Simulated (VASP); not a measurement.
# Au (Fm-3m) in VASP: a series of runs

The runs below take Au through single point, with r2SCAN0.

All numbers are computed with VASP 6.6.1; they aren't measurements. Logs are shortened: lines on timing, memory, paths and dates and some standing lists are left out, and cuts for length are marked.

## Step 1: The cell of the first run

The structure is cubic, space group Fm-3m (No. 225). The conventional cell has a = 3.987 Å, b = 3.987 Å, c = 3.987 Å, α = 90.00°, β = 90.00°, γ = 90.00°. Within 3.7 Å of Au (site symmetry m-3m) lie 12 Au at 2.82 Å.

## Step 2: Single point, r2SCAN0

The input, POSCAR:

```
Au
1.0
    0.0000000000      1.9934577312      1.9934577312
    1.9934577312      0.0000000000      1.9934577312
    1.9934577312      1.9934577312      0.0000000000
Au
1
Direct
    0.0000000000      0.0000000000      0.0000000000
```

The input, INCAR.step1:

```
ALGO = Normal
EDIFF = 1E-5
ENCUT = 520
GGA = PE
ISIF = 2
ISMEAR = -1
LASPH = True
LCHARG = False
LREAL = False
LWAVE = True
NBANDS = 12
NELM = 80
PREC = Accurate
SIGMA = 0.05
```

The input, INCAR.step2:

```
AEXX = 0.25
ALGO = Normal
EDIFF = 1E-7
ENCUT = 520
ISIF = 2
ISMEAR = -1
ISTART = 1
LASPH = True
LCHARG = False
LHFCALC = True
LMIXTAU = True
LREAL = False
LWAVE = False
METAGGA = R2SCAN
NBANDS = 12
NELM = 80
PREC = Accurate
PRECFOCK = Normal
SIGMA = 0.05
```

The input, KPOINTS:

```
k-points
0
Gamma
  6 6 6
```

Potentials or basis: VASP PAW PBE potentials, release 64 (Au).

Run with:

```sh
cat potpaw_PBE.64/Au/POTCAR > POTCAR
cp INCAR.step1 INCAR
mpirun -np 1 vasp_std > vasp.out
cp INCAR.step2 INCAR
mpirun -np 1 vasp_std > vasp.out
```

OUTCAR:

```text
AEXX = 0.25
   EDIFF = 1E-7
   ENCUT = 520
   ISIF = 2
   ISMEAR = -1
   ISTART = 1
   LASPH = True
   LHFCALC = True
   LREAL = False
   METAGGA = R2SCAN
   NELM = 80
   PREC = Accurate
   PRECFOCK = Normal

 ion  position               nearest neighbor table
   1  0.000  0.000  0.000-

  LATTYP: Found a face centered cubic cell.
 ALAT       =     3.9869154624

  Lattice vectors:

 A1 = (   0.0000000000,   1.9934577312,   1.9934577312)
 A2 = (   1.9934577312,   0.0000000000,   1.9934577312)
 A3 = (   1.9934577312,   1.9934577312,   0.0000000000)

Analysis of symmetry for initial positions (statically):
=====================================================================
 Subroutine PRICEL returns:
 Original cell was already a primitive cell.

 Routine SETGRP: Setting up the symmetry group for a
 face centered cubic supercell.

 Subroutine GETGRP returns: Found 48 space group operations
 (whereof 48 operations were pure point group operations)
 out of a pool of 48 trial point group operations.

The static configuration has the point symmetry O_h .

Analysis of symmetry for dynamics (positions and initial velocities):
=====================================================================
 Subroutine PRICEL returns:
 Original cell was already a primitive cell.

 Routine SETGRP: Setting up the symmetry group for a
 face centered cubic supercell.

 Subroutine GETGRP returns: Found 48 space group operations
 (whereof 48 operations were pure point group operations)
 out of a pool of 48 trial point group operations.

The dynamic configuration has the point symmetry O_h .

 Subroutine INISYM returns: Found 48 space group operations
 (whereof 48 operations are pure point group operations),
 and found     1 'primitive' translations

----------------------------------------------------------------------------------------

                                     Primitive cell

  volume of cell :      15.8435

  direct lattice vectors                    reciprocal lattice vectors
     0.000000000  1.993457731  1.993457731    -0.250820467  0.250820467  0.250820467
     1.993457731  0.000000000  1.993457731     0.250820467 -0.250820467  0.250820467
     1.993457731  1.993457731  0.000000000     0.250820467  0.250820467 -0.250820467

  length of vectors
     2.819174959  2.819174959  2.819174959     0.434433793  0.434433793  0.434433793

  position of ions in fractional coordinates (direct lattice)
     0.000000000  0.000000000  0.000000000

  ion indices of the primitive-cell ions
   primitive index   ion index
                 1           1

----------------------------------------------------------------------------------------

 KPOINTS: k-points

Automatic generation of k-mesh.
 Grid dimensions read from file:
 generate k-points for:    6    6    6

 Generating k-lattice:

  Cartesian coordinates                     Fractional coordinates (reciprocal lattice)
    -0.041803411  0.041803411  0.041803411     0.166666667  0.000000000  0.000000000
     0.041803411 -0.041803411  0.041803411     0.000000000  0.166666667  0.000000000
     0.041803411  0.041803411 -0.041803411     0.000000000  0.000000000  0.166666667

  Length of vectors
     0.072405632  0.072405632  0.072405632

  Shift w.r.t. Gamma in fractional coordinates (k-lattice)
     0.000000000  0.000000000  0.000000000

 Subroutine IBZKPT returns following result:
 ===========================================

 Found     16 irreducible k-points:

 Following reciprocal coordinates:
            Coordinates               Weight
  0.000000  0.000000  0.000000      1.000000
  0.166667  0.000000  0.000000      8.000000
  0.333333  0.000000  0.000000      8.000000
  0.500000  0.000000  0.000000      4.000000
  0.166667  0.166667  0.000000      6.000000
  0.333333  0.166667  0.000000     24.000000
[... 8 lines left out ...]
 -0.333333  0.333333  0.166667     24.000000
 -0.333333  0.500000  0.166667     12.000000
   k-points           NKPTS =     16   k-points in BZ     NKDIM =    216   number of bands    NBANDS=     12
   number of dos      NEDOS =    301   number of ions     NIONS =      1
   total plane-waves  NPLWV =  13824
   dimension x,y,z NGX =    24 NGY =   24 NGZ =   24
   dimension x,y,z NGXF=    48 NGYF=   48 NGZF=   48
   ions per type =               1
   NGX,Y,Z   is equivalent  to a cutoff of  14.15, 14.15, 14.15 a.u.
   NGXF,Y,Z  is equivalent  to a cutoff of  28.31, 28.31, 28.31 a.u.
 SYSTEM =  unknown system
   PREC   = accura    normal or accurate (medium, high low for compatibility)
   ISTART =      1    job   : 0-new  1-cont  2-samecut
   ICHARG =      0    charge: 1-file 2-atom 10-const
   ISPIN  =      1    spin polarized calculation?
   LNONCOLLINEAR =      F non collinear calculations
   LSORBIT =      F    spin-orbit coupling
   LASPH  =      T    aspherical Exc in radial PAW
   ENCUT  =  520.0 eV  38.22 Ry    6.18 a.u.   5.24  5.24  5.24*2*pi/ulx,y,z
[... 71 lines left out ...]
      6       5.3585      2.00000
      7      26.7745      0.00000
      8      31.4826      0.00000
      9      31.4826      0.00000
     10      31.4826      0.00000
     11      36.7938      0.00000
     12      42.6800      0.00000

 k-point     2 :       0.1667    0.0000    0.0000
  band No.  band energies     occupation
      1      -0.8487      2.00000
      2       3.3061      2.00000
      3       3.8455      2.00000
      4       3.8455      2.00000
      5       5.3066      2.00000
      6       5.3066      2.00000
      7      27.0265      0.00000
      8      28.0844      0.00000
      9      32.7992      0.00000
     10      32.7992      0.00000
     11      36.1464      0.00000
     12      38.7209      0.00000

 k-point     3 :       0.3333    0.0000    0.0000
  band No.  band energies     occupation
      1       0.5809      2.00000
      2       3.7078      2.00000
      3       3.7078      2.00000
      4       4.9385      2.00000
      5       6.1974      2.00000
      6       6.1974      2.00000
      7      20.3142      0.00000
      8      27.2560      0.00000
      9      32.4314      0.00000
     10      32.4314      0.00000
     11      36.8278      0.00000
     12      37.1383      0.00000

 k-point     4 :       0.5000    0.0000    0.0000
  band No.  band energies     occupation
      1       0.5651      2.00000
      2       3.4715      2.00000
      3       3.4715      2.00000
      4       6.9751      2.00000
      5       6.9751      2.00000
      6       8.7709      2.00000
      7      14.9473      0.00000
      8      26.2079      0.00000
      9      30.3679      0.00000
     10      30.3679      0.00000
     11      39.0330      0.00000
     12      39.0330      0.00000

 k-point     5 :       0.1667    0.1667    0.0000
  band No.  band energies     occupation
      1      -0.4581      2.00000
      2       2.8162      2.00000
      3       4.2653      2.00000
      4       4.2653      2.00000
      5       4.6543      2.00000
      6       5.7011      2.00000
      7      28.5576      0.00000
      8      29.3339      0.00000
      9      30.2981      0.00000
     10      30.2981      0.00000
     11      36.3797      0.00000
     12      38.5520      0.00000
[... 108 lines left out ...]
      1       0.6978      2.00000
      2       1.0253      2.00000
      3       6.8340      2.00000
      4       7.4476      2.00000
      5       7.4476      2.00000
      6      11.8863      0.00000
      7      18.3484      0.00000
      8      22.3451      0.00000
      9      22.3451      0.00000
     10      30.6649      0.00000
     11      33.5615      0.00000
     12      41.3500      0.00000

 k-point    14 :       0.5000    0.3333    0.1667
  band No.  band energies     occupation
      1       2.2021      2.00000
      2       2.2865      2.00000
      3       3.2817      2.00000
      4       5.6446      2.00000
      5       6.1108      2.00000
      6      10.0944      1.25001
      7      21.0840      0.00000
      8      22.8924      0.00000
      9      26.3376      0.00000
     10      33.7372      0.00000
     11      33.8434      0.00000
     12      39.6664      0.00000

 k-point    15 :      -0.3333    0.3333    0.1667
  band No.  band energies     occupation
      1       2.3550      2.00000
      2       2.3637      2.00000
      3       3.5610      2.00000
      4       5.1031      2.00000
      5       6.8899      2.00000
      6      15.2298      0.00000
      7      15.6384      0.00000
      8      22.4582      0.00000
      9      24.3489      0.00000
     10      32.4907      0.00000
     11      36.8741      0.00000
     12      42.1606      0.00000

 k-point    16 :      -0.3333    0.5000    0.1667
  band No.  band energies     occupation
      1       1.5782      2.00000
      2       1.9327      2.00000
      3       4.5526      2.00000
      4       5.7585      2.00000
      5       7.4363      2.00000
      6      15.7429      0.00000
      7      17.3241      0.00000
      8      20.4161      0.00000
      9      21.9466      0.00000
     10      34.5520      0.00000
     11      35.4405      0.00000
     12      38.5140      0.00000

------------------------ aborting loop because EDIFF is reached ----------------------------------------

  FORCE on cell =-STRESS in cart. coord.  units (eV):
  Direction    XX          YY          ZZ          XY          YZ          ZX
  --------------------------------------------------------------------------------------
  -------------------------------------------------------------------------------------
  Total        2.1008987      2.1008987      2.1008987      0.0000000      0.0000000      0.0000000
  in kB      212.4538516    212.4538516    212.4538516      0.0000000      0.0000000      0.0000000
  external PRESSURE =     212.4538516 kB  Pullay stress =       0.0000000 kB

 VOLUME and BASIS-vectors are now :
 -----------------------------------------------------------------------------
  energy-cutoff  :      520.00
  volume of cell :       15.84
      direct lattice vectors                 reciprocal lattice vectors
     0.000000000  1.993457731  1.993457731    -0.250820467  0.250820467  0.250820467
     1.993457731  0.000000000  1.993457731     0.250820467 -0.250820467  0.250820467
     1.993457731  1.993457731  0.000000000     0.250820467  0.250820467 -0.250820467

 POSITION                                       TOTAL-FORCE (eV/Angst)
 -----------------------------------------------------------------------------------
      0.00000      0.00000      0.00000         0.000000      0.000000     -0.000000
 -----------------------------------------------------------------------------------
    total drift:                               -0.000000     -0.000000     -0.000000

  FREE ENERGIE OF THE ION-ELECTRON SYSTEM (eV)
  ---------------------------------------------------
  free  energy   TOTEN  =       -39.3450904757 eV

  energy  without entropy=      -39.3377389727  energy(sigma->0) =      -39.34141472
```

Wall time 6.4 min (1 thread of Intel Xeon 6975P-C (Granite Rapids), shared host); peak memory 0.15 GiB.

What came out:

| Item | Value |
| --- | --- |
| Free energy | -39.3451 eV |
| Pressure | 21.2 GPa |
| Band gap on the k mesh | zero (an odd number of electrons rules out a gap without spin polarisation) |

Levels at points of the mesh, in eV from the Fermi level:
| k point | band 4 | band 5 | band 6 | band 7 | band 8 | band 9 |
| --- | --- | --- | --- | --- | --- | --- |
| (0.00, 0.00, 0.00) | -6.58 | -4.76 | -4.76 | 16.65 | 21.36 | 21.36 |
| (0.50, 0.00, 0.00) | -3.14 | -3.14 | -1.35 | 4.83 | 16.09 | 20.25 |
| (0.50, 0.50, 0.00) | -2.67 | -2.67 | 1.77 | 8.23 | 12.23 | 12.23 |

Caveat: the k points lie up to 0.45 Å⁻¹ apart, too coarse for converged energies and pressures of a metal; the PAW data sets were made with another functional, which shifts forces and pressure a little; spin-orbit coupling is left out, which moves the levels of the heavy elements.

## Step 3: Single point, r2SCAN0

This run uses another cell than the first one, of 16.18 Å³/atom.

The input, POSCAR:

```
Au
1.0
    0.0000000000      2.0074966285      2.0074966285
    2.0074966285      0.0000000000      2.0074966285
    2.0074966285      2.0074966285      0.0000000000
Au
1
Direct
    0.0000000000      0.0000000000      0.0000000000
```

The input, INCAR.step1:

```
SYSTEM = Au
PREC     = Accurate       ! precision mode
ENCUT    = 520            ! plane-wave cutoff, eV
EDIFF    = 1E-5           ! SCF threshold, eV
ISMEAR   = -1             ! smearing method
SIGMA    = 0.05           ! smearing width, eV
LREAL    = .FALSE.        ! projectors in reciprocal space
LASPH    = .TRUE.         ! aspherical terms in the spheres
NELM     = 80             ! most SCF steps
ALGO     = Normal         ! electronic algorithm
ISIF     = 2              ! what is computed and relaxed
LWAVE    = .TRUE.         ! write WAVECAR
LCHARG   = .FALSE.        ! write CHGCAR
GGA      = PE             ! functional
NBANDS   = 12             ! bands
```

The input, INCAR.step2:

```
SYSTEM = Au
PREC     = Accurate       ! precision mode
ENCUT    = 520            ! plane-wave cutoff, eV
EDIFF    = 1E-7           ! SCF threshold, eV
ISMEAR   = -1             ! smearing method
SIGMA    = 0.05           ! smearing width, eV
LREAL    = .FALSE.        ! projectors in reciprocal space
LASPH    = .TRUE.         ! aspherical terms in the spheres
NELM     = 80             ! most SCF steps
ALGO     = Normal         ! electronic algorithm
ISIF     = 2              ! what is computed and relaxed
LWAVE    = .FALSE.        ! write WAVECAR
LCHARG   = .FALSE.        ! write CHGCAR
METAGGA  = R2SCAN         ! meta-GGA
LHFCALC  = .TRUE.         ! exact exchange
AEXX     = 0.25           ! exact-exchange fraction
LMIXTAU  = .TRUE.       
PRECFOCK = Normal       
ISTART   = 1            
NBANDS   = 12             ! bands
```

The input, KPOINTS:

```
regular mesh
0
G
  6 6 6
  0 0 0
```

Potentials or basis: VASP PAW PBE potentials, release 64 (Au).

Run with:

```sh
cat potpaw_PBE.64/Au/POTCAR > POTCAR
cp INCAR.step1 INCAR
mpirun -np 1 vasp_std > vasp.out
cp INCAR.step2 INCAR
mpirun -np 1 vasp_std > vasp.out
```

Wall time 7.2 min (1 thread of Intel Xeon 6975P-C (Granite Rapids), shared host); peak memory 0.16 GiB.

Results (log left out):

| Quantity | Value |
| --- | --- |
| Free energy | -39.3842 eV |
| Pressure | 15.9 GPa |
| Band gap on the k mesh | zero (an odd number of electrons rules out a gap without spin polarisation) |

Levels at points of the mesh, in eV from the Fermi level:
| k point | band 3 | band 4 | band 5 | band 6 | band 7 | band 8 | band 9 | band 10 |
| --- | --- | --- | --- | --- | --- | --- | --- | --- |
| (0.00, 0.00, 0.00) | -6.42 | -6.42 | -4.67 | -4.67 | 16.71 | 21.29 | 21.29 | 21.29 |
| (0.50, 0.00, 0.00) | -6.49 | -3.11 | -3.11 | -1.21 | 4.71 | 16.14 | 20.10 | 20.10 |
| (0.50, 0.50, 0.00) | -3.25 | -2.66 | -2.66 | 1.86 | 8.05 | 12.18 | 12.18 | 20.30 |

Caveat: the k points lie up to 0.45 Å⁻¹ apart, too coarse for converged energies and pressures of a metal; the PAW data sets were made with another functional, which shifts forces and pressure a little; spin-orbit coupling is left out, which moves the levels of the heavy elements.

## Step 4: Single point, r2SCAN0

This run uses another cell than the first one, of 16.52 Å³/atom.

The input, POSCAR:

```
Au
1.0
    0.0000000000      2.0213418704      2.0213418704
    2.0213418704      0.0000000000      2.0213418704
    2.0213418704      2.0213418704      0.0000000000
Au
1
Direct
    0.0000000000      0.0000000000      0.0000000000
```

The input, INCAR.step1:

```
SYSTEM = Au
PREC     = Accurate       ! precision mode
ENCUT    = 520            ! plane-wave cutoff, eV
EDIFF    = 1E-5           ! SCF threshold, eV
ISMEAR   = -1             ! smearing method
SIGMA    = 0.05           ! smearing width, eV
LREAL    = .False.        ! projectors in reciprocal space
LASPH    = .True.         ! aspherical terms in the spheres
NELM     = 80             ! most SCF steps
ALGO     = Normal         ! electronic algorithm
ISIF     = 2              ! what is computed and relaxed
LWAVE    = .True.         ! write WAVECAR
LCHARG   = .False.        ! write CHGCAR
GGA      = PE             ! functional
NBANDS   = 12             ! bands
```

The input, INCAR.step2:

```
SYSTEM = Au
PREC     = Accurate       ! precision mode
ENCUT    = 520            ! plane-wave cutoff, eV
EDIFF    = 1E-7           ! SCF threshold, eV
ISMEAR   = -1             ! smearing method
SIGMA    = 0.05           ! smearing width, eV
LREAL    = .False.        ! projectors in reciprocal space
LASPH    = .True.         ! aspherical terms in the spheres
NELM     = 80             ! most SCF steps
ALGO     = Normal         ! electronic algorithm
ISIF     = 2              ! what is computed and relaxed
LWAVE    = .False.        ! write WAVECAR
LCHARG   = .False.        ! write CHGCAR
METAGGA  = R2SCAN         ! meta-GGA
LHFCALC  = .True.         ! exact exchange
AEXX     = 0.25           ! exact-exchange fraction
LMIXTAU  = .True.       
PRECFOCK = Normal       
ISTART   = 1            
NBANDS   = 12             ! bands
```

The input, KPOINTS:

```
Automatic mesh
0
Gamma
  6 6 6
  0 0 0
```

Run with:

```sh
cat potpaw_PBE.64/Au/POTCAR > POTCAR
cp INCAR.step1 INCAR
mpirun -np 1 vasp_std > vasp.out
cp INCAR.step2 INCAR
mpirun -np 1 vasp_std > vasp.out
```

Wall time 6.9 min (1 thread of Intel Xeon 6975P-C (Granite Rapids), shared host); peak memory 0.16 GiB.

The run converged. Its results:

- Free energy: -39.4128 eV
- Pressure: 11.2 GPa
- Band gap on the k mesh: zero (an odd number of electrons rules out a gap without spin polarisation)

Levels at points of the mesh, in eV from the Fermi level:
| k point | band 4 | band 5 | band 6 | band 7 | band 8 | band 9 |
| --- | --- | --- | --- | --- | --- | --- |
| (0.00, 0.00, 0.00) | -6.28 | -4.59 | -4.59 | 16.76 | 21.21 | 21.21 |
| (0.50, 0.00, 0.00) | -3.08 | -3.08 | -1.07 | 4.59 | 16.18 | 19.95 |
| (0.50, 0.50, 0.00) | -2.65 | -2.65 | 1.95 | 7.87 | 12.13 | 12.13 |

Caveat: the k points lie up to 0.45 Å⁻¹ apart, too coarse for converged energies and pressures of a metal; the PAW data sets were made with another functional, which shifts forces and pressure a little; spin-orbit coupling is left out, which moves the levels of the heavy elements.

## Step 5: The runs side by side

| cell | gap on the mesh (eV) | pressure (GPa) |
| --- | --- | --- |
| a = 2.819 Å, angles 60.0°, 1 atom | none | 21.2 |
| a = 2.839 Å, angles 60.0°, 1 atom | none | 15.9 |
| a = 2.859 Å, angles 60.0°, 1 atom | none | 11.2 |

Alike in all rows: task single point; level r2SCAN0; potentials or basis VASP PAW PBE potentials, release 64 (Au); no spin polarisation; k mesh 6 × 6 × 6; cutoff (eV) 520; smearing fermi-dirac 0.05 eV.

Caveats: all runs use coarse meshes; the PAW data sets were made with another functional, which shifts forces and pressure a little; spin-orbit coupling is left out, which moves the levels of the heavy elements.

Total energies depend on the potentials used, so only differences within one code and one set of settings carry meaning.
